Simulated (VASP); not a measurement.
# VCd2 (Fm-3m) in VASP: a series of runs

Runs on VCd2. Level: PBE. Tasks: single point, relaxation of cell and atoms.

All numbers are computed with VASP 6.6.1; they aren't measurements. Logs are shortened: lines on timing, memory, paths and dates and some standing lists are left out, and cuts for length are marked.

## 1. The cell of the first run

The structure is cubic, space group Fm-3m (No. 225). The conventional cell has a = 6.192 Å, b = 6.192 Å, c = 6.192 Å, α = 90.00°, β = 90.00°, γ = 90.00°. V (site symmetry m-3m) has 8 Cd at 2.68 Å within 3.5 Å. Cd (site symmetry -43m) has 4 V at 2.68 Å and 6 Cd at 3.10 Å within 3.5 Å.

## 2. Single point, PBE, collinear spin, ferromagnetic start

Contents of INCAR:

```
SYSTEM = VCd2
PREC = Accurate
ENCUT = 520
EDIFF = 1E-7
ISMEAR = 0
SIGMA = 0.1
LREAL = .False.
LASPH = .True.
NELM = 150
ALGO = Normal
ISIF = 2
LWAVE = .False.
LCHARG = .False.
ISPIN = 2
MAGMOM = 2 0 0
LORBIT = 11
LMAXMIX = 4
GGA = PE
NBANDS = 30
```

Contents of KPOINTS:

```
Automatic mesh
0
Gamma
  6 6 6
  0 0 0
```

Contents of POSCAR:

```
VCd2
1.0
    0.0000000000      3.0957906954      3.0957906954
    3.0957906954      0.0000000000      3.0957906954
    3.0957906954      3.0957906954      0.0000000000
V Cd
1 2
Direct
    0.0000000000      0.0000000000      0.0000000000
    0.2500000000      0.2500000000      0.2500000000
    0.7500000000      0.7500000000      0.7500000000
```

Potentials or basis: VASP PAW PBE potentials, release 64 (V_sv, Cd).

On the command line:

```
$ cat potpaw_PBE.64/V_sv/POTCAR potpaw_PBE.64/Cd/POTCAR > POTCAR
$ mpirun -np 1 vasp_std > vasp.out
```

OUTCAR:

```text
SYSTEM = VCd2
   PREC = Accurate
   ENCUT = 520
   EDIFF = 1E-7
   ISMEAR = 0
   LREAL = .False.
   LASPH = .True.
   NELM = 150
   ISIF = 2
   ISPIN = 2
   LORBIT = 11
   GGA = PE

 ion  position               nearest neighbor table
   1  0.000  0.000  0.000-   3 2.68   3 2.68   3 2.68   2 2.68   3 2.68   2 2.68   2 2.68   2 2.68

   2  0.250  0.250  0.250-   1 2.68   1 2.68   1 2.68   1 2.68   3 3.10   3 3.10   3 3.10   3 3.10
                             3 3.10   3 3.10
   3  0.750  0.750  0.750-   1 2.68   1 2.68   1 2.68   1 2.68   2 3.10   2 3.10   2 3.10   2 3.10
                             2 3.10   2 3.10

  LATTYP: Found a face centered cubic cell.
 ALAT       =     6.1915813908

  Lattice vectors:

 A1 = (   0.0000000000,   3.0957906954,   3.0957906954)
 A2 = (   3.0957906954,   0.0000000000,   3.0957906954)
 A3 = (   3.0957906954,   3.0957906954,   0.0000000000)

Analysis of symmetry for initial positions (statically):
=====================================================================
 Subroutine PRICEL returns:
 Original cell was already a primitive cell.

 Routine SETGRP: Setting up the symmetry group for a
 face centered cubic supercell.

 Subroutine GETGRP returns: Found 48 space group operations
 (whereof 48 operations were pure point group operations)
 out of a pool of 48 trial point group operations.

The static configuration has the point symmetry O_h .

Analysis of symmetry for dynamics (positions and initial velocities):
=====================================================================
 Subroutine PRICEL returns:
 Original cell was already a primitive cell.

 Routine SETGRP: Setting up the symmetry group for a
 face centered cubic supercell.

 Subroutine GETGRP returns: Found 48 space group operations
 (whereof 48 operations were pure point group operations)
 out of a pool of 48 trial point group operations.

The dynamic configuration has the point symmetry O_h .

Analysis of structural, dynamic, and magnetic symmetry:
=====================================================================
 Subroutine PRICEL returns:
 Original cell was already a primitive cell.

 Routine SETGRP: Setting up the symmetry group for a
 face centered cubic supercell.

 Subroutine GETGRP returns: Found 48 space group operations
 (whereof 48 operations were pure point group operations)
 out of a pool of 48 trial point group operations.

The overall configuration has the point symmetry O_h .

 Subroutine INISYM returns: Found 48 space group operations
 (whereof 48 operations are pure point group operations),
 and found     1 'primitive' translations

----------------------------------------------------------------------------------------

                                     Primitive cell

  volume of cell :      59.3396

  direct lattice vectors                    reciprocal lattice vectors
     0.000000000  3.095790695  3.095790695    -0.161509627  0.161509627  0.161509627
     3.095790695  0.000000000  3.095790695     0.161509627 -0.161509627  0.161509627
     3.095790695  3.095790695  0.000000000     0.161509627  0.161509627 -0.161509627

  length of vectors
     4.378109188  4.378109188  4.378109188     0.279742880  0.279742880  0.279742880

  position of ions in fractional coordinates (direct lattice)
     0.000000000  0.000000000  0.000000000
     0.250000000  0.250000000  0.250000000
     0.750000000  0.750000000  0.750000000

  ion indices of the primitive-cell ions
   primitive index   ion index
                 1           1
                 2           2
                 3           3

----------------------------------------------------------------------------------------

 KPOINTS: Automatic mesh

Automatic generation of k-mesh.
 Grid dimensions read from file:
 generate k-points for:    6    6    6

 Generating k-lattice:

  Cartesian coordinates                     Fractional coordinates (reciprocal lattice)
    -0.026918271  0.026918271  0.026918271     0.166666667  0.000000000  0.000000000
     0.026918271 -0.026918271  0.026918271     0.000000000  0.166666667  0.000000000
     0.026918271  0.026918271 -0.026918271     0.000000000  0.000000000  0.166666667

  Length of vectors
     0.046623813  0.046623813  0.046623813

  Shift w.r.t. Gamma in fractional coordinates (k-lattice)
     0.000000000  0.000000000  0.000000000

 Subroutine IBZKPT returns following result:
 ===========================================

 Found     16 irreducible k-points:

 Following reciprocal coordinates:
            Coordinates               Weight
  0.000000  0.000000  0.000000      1.000000
  0.166667  0.000000  0.000000      8.000000
  0.333333  0.000000  0.000000      8.000000
  0.500000  0.000000  0.000000      4.000000
  0.166667  0.166667  0.000000      6.000000
  0.333333  0.166667  0.000000     24.000000
[... 8 lines left out ...]
 -0.333333  0.333333  0.166667     24.000000
 -0.333333  0.500000  0.166667     12.000000
   k-points           NKPTS =     16   k-points in BZ     NKDIM =     16   number of bands    NBANDS=     30
   number of dos      NEDOS =    301   number of ions     NIONS =      3
   total plane-waves  NPLWV =  46656
   dimension x,y,z NGX =    36 NGY =   36 NGZ =   36
   dimension x,y,z NGXF=    72 NGYF=   72 NGZF=   72
   ions per type =               1   2
   NGX,Y,Z   is equivalent  to a cutoff of  13.67, 13.67, 13.67 a.u.
   NGXF,Y,Z  is equivalent  to a cutoff of  27.34, 27.34, 27.34 a.u.
 SYSTEM =  VCd2
   PREC   = accura    normal or accurate (medium, high low for compatibility)
   ISTART =      0    job   : 0-new  1-cont  2-samecut
   ICHARG =      2    charge: 1-file 2-atom 10-const
   ISPIN  =      2    spin polarized calculation?
   LNONCOLLINEAR =      F non collinear calculations
   LSORBIT =      F    spin-orbit coupling
   LASPH  =      T    aspherical Exc in radial PAW
   ENCUT  =  520.0 eV  38.22 Ry    6.18 a.u.   8.14  8.14  8.14*2*pi/ulx,y,z
   NELM   =    150;   NELMIN=  2; NELMDL= -5     # of ELM steps
   EDIFF  = 0.1E-06   stopping-criterion for ELM
   LREAL  =      F    real-space projection
   EDIFFG = 0.1E-05   stopping-criterion for IOM
   NSW    =      0    number of steps for IOM
   IBRION =     -1    ionic relax: 0-MD 1-quasi-New 2-CG
   NFREE  =      0    steps in history (QN), initial steepest desc. (CG)
   ISIF   =      2    stress and relaxation
   ISYM   =      2    0-nonsym 1-usesym 2-fastsym
   POTIM  = 0.5000    time-step for ionic-motion
   TEBEG  =    0.0;   TEEND  =   0.0 temperature during run
   PSTRESS=    0.0 pullay stress
   NELECT =      37.0000    total number of electrons
   NUPDOWN=      -1.0000    fix difference up-down
   EMIN   =  10.00;   EMAX   =-10.00  energy-range for DOS
   EFERMI =   0.00;   METHOD = LEGACY
   ISMEAR =     0;   SIGMA  =   0.10  broadening in eV -4-tet -1-fermi 0-gaus
   EFERMI_NEDOS =   21; number of points for ismear=-14 and -15
   IALGO  =     38    algorithm
   IMIX   =      4    mixing-type and parameters
     AMIX     =   0.40;   BMIX     =  1.00
     AMIX_MAG =   1.60;   BMIX_MAG =  1.00
  volume/ion in A,a.u.               =      19.78       133.48
  Fermi-wavevector in a.u.,A,eV,Ry     =   1.398601  2.642973 26.614147  1.956085
  Thomas-Fermi vector in A             =   2.521743
   LORBIT       =     11    0 simple, 1 ext, 2 COOP (PROOUT), +10 PAW based schemes
   GGA     = PE    functional components
   LHFCALC =     F    Hartree Fock is set to
   AEXX    =    0.0000 exact exchange contribution
   IVDW    =     0    specifies the selected vdW correction
   LEPSILON=     F    determine dielectric tensor
   LRPA    =     F    only Hartree local field effects (RPA)
 spin polarized calculation
 Gauss-broadening in eV      SIGMA  =   0.10
  energy-cutoff  :      520.00
  volume of cell :       59.34
 maximum number of plane-waves:      1639
 NGX is ok and might be reduce to    36
   NGX = 17   NGY = 17   NGZ = 17

 number of electron      37.0000001 magnetization       3.0452152

 Free energy of the ion-electron system (eV)
  ---------------------------------------------------
  ext. energy  EPLUGINS =         0.00000000
  ---------------------------------------------------
  free energy    TOTEN  =        -7.91174848 eV

  energy without entropy =       -7.88015463  energy(sigma->0) =       -7.89595155

 E-fermi :   4.0801     XC(G=0): -11.1028

 val. band max:        4.0700903346   @ k =  -0.3333   0.3333   0.1667
 cond. band min:       4.0870298211   @ k =   0.3333   0.3333   0.0000
 fundamental gap:      0.0169394865
 Fermi energy:         4.0801250118

 spin component 1

 k-point     1 :       0.0000    0.0000    0.0000
  band No.  band energies     occupation
      1     -60.4890      1.00000
      2     -34.4202      1.00000
      3     -34.4202      1.00000
      4     -34.4202      1.00000
      5      -5.5164      1.00000
      6      -5.5164      1.00000
[... 517 lines left out ...]
     29      18.4587      0.00000
     30      18.5393      0.00000
 Fermi energy:         4.0801250118

 spin component 2

 k-point     1 :       0.0000    0.0000    0.0000
  band No.  band energies     occupation
      1     -58.1328      1.00000
      2     -32.0791      1.00000
      3     -32.0791      1.00000
      4     -32.0791      1.00000
      5      -5.4513      1.00000
      6      -5.4513      1.00000
[... 517 lines left out ...]
     29      18.9374      0.00000
     30      19.0818      0.00000

------------------------ aborting loop because EDIFF is reached ----------------------------------------

  FORCE on cell =-STRESS in cart. coord.  units (eV):
  Direction    XX          YY          ZZ          XY          YZ          ZX
  --------------------------------------------------------------------------------------
  -------------------------------------------------------------------------------------
  Total        5.3009194      5.3009194      5.3009194      0.0000000     -0.0000000     -0.0000000
  in kB      143.1254990    143.1254990    143.1254990      0.0000000     -0.0000000     -0.0000000
  external PRESSURE =     143.1254990 kB  Pullay stress =       0.0000000 kB

 VOLUME and BASIS-vectors are now :
 -----------------------------------------------------------------------------
  energy-cutoff  :      520.00
  volume of cell :       59.34
      direct lattice vectors                 reciprocal lattice vectors
     0.000000000  3.095790695  3.095790695    -0.161509627  0.161509627  0.161509627
     3.095790695  0.000000000  3.095790695     0.161509627 -0.161509627  0.161509627
     3.095790695  3.095790695  0.000000000     0.161509627  0.161509627 -0.161509627

 POSITION                                       TOTAL-FORCE (eV/Angst)
 -----------------------------------------------------------------------------------
      0.00000      0.00000      0.00000        -0.000000     -0.000000     -0.000000
      1.54790      1.54790      1.54790        -0.000000     -0.000000     -0.000000
      4.64369      4.64369      4.64369         0.000000      0.000000      0.000000
 -----------------------------------------------------------------------------------
    total drift:                                0.000000      0.000000      0.000000

  FREE ENERGIE OF THE ION-ELECTRON SYSTEM (eV)
  ---------------------------------------------------
  free  energy   TOTEN  =        -7.9117484805 eV

  energy  without entropy=       -7.8801546272  energy(sigma->0) =       -7.89595155

 total charge

# of ion       s       p       d       tot
------------------------------------------
    1        2.242   6.123   3.195  11.560
    2        0.633   0.378   9.451  10.463
    3        0.633   0.378   9.451  10.463
--------------------------------------------------
tot          3.509   6.879  22.098  32.486

 magnetization (x)

# of ion       s       p       d       tot
------------------------------------------
    1        0.036   0.024   2.411   2.470
    2       -0.024   0.056   0.030   0.062
    3       -0.024   0.056   0.030   0.062
--------------------------------------------------
tot         -0.012   0.136   2.471   2.595
```

Run time: 3.2 min. Hardware: 1 thread of Oxide Virtual Turin-like, shared host; peak memory 0.22 GiB.

What came out:

| Quantity | Value |
| --- | --- |
| Free energy | -7.9117 eV |
| Pressure | 14.3 GPa |
| Net moment | 3.05 μB per cell |
| Site moments | V +2.47; Cd +0.06 μB |
| Valence electrons inside the program's atomic spheres | V 11.56; Cd 10.46 |

(Part 1 of 2 ends here.)
